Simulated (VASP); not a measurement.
A run of VASP 6.6.1:

INCAR

```
SYSTEM = MgCdO
PREC = Accurate ; ENCUT = 520
EDIFF = 1E-6 ; ISMEAR = 0
SIGMA = 0.1 ; LREAL = .False.
LASPH = .True. ; NELM = 60
ALGO = Normal ; ISIF = 2
LWAVE = .False. ; LCHARG = .True.
GGA = PE ; LELF = .True.
LVHAR = .True. ; NBANDS = 29
```

The input KPOINTS:

```
regular mesh
0
Gamma
  10 10 6
  0 0 0
```

The input POSCAR:

```
MgCdO
1.0
    4.0147389955      0.0000000000      0.0000000000
    0.0000000000      4.0147389955      0.0000000000
    0.0000000000      0.0000000000      6.3008249257
Mg Cd O
2 2 2
Direct
    0.0000000000      0.0000000000      0.0000000000
    0.5000000000      0.5000000000      0.0000000000
    0.5000000000      0.0000000000      0.5399638569
    0.0000000000      0.5000000000      0.4600361431
    0.5000000000      0.0000000000      0.9467796684
    0.0000000000      0.5000000000      0.0532203316
```

Potentials or basis: VASP PAW PBE potentials, release 64 (Mg, Cd, O).

Run with:

```console
$ cat potpaw_PBE.64/Mg/POTCAR potpaw_PBE.64/Cd/POTCAR potpaw_PBE.64/O/POTCAR > POTCAR
$ mpirun -np 1 vasp_std > vasp.out
```

Hardware: 1 thread of Intel(R) Xeon(R) 6975P-C (Granite Rapids) (shared host).

Problem. How long does it take, and how much memory?

Solution. It took 120 s on 1 thread of Intel(R) Xeon(R) 6975P-C (Granite Rapids) (shared host), peak memory 0.35 GiB. Counts: scf iterations 14, k points 84.
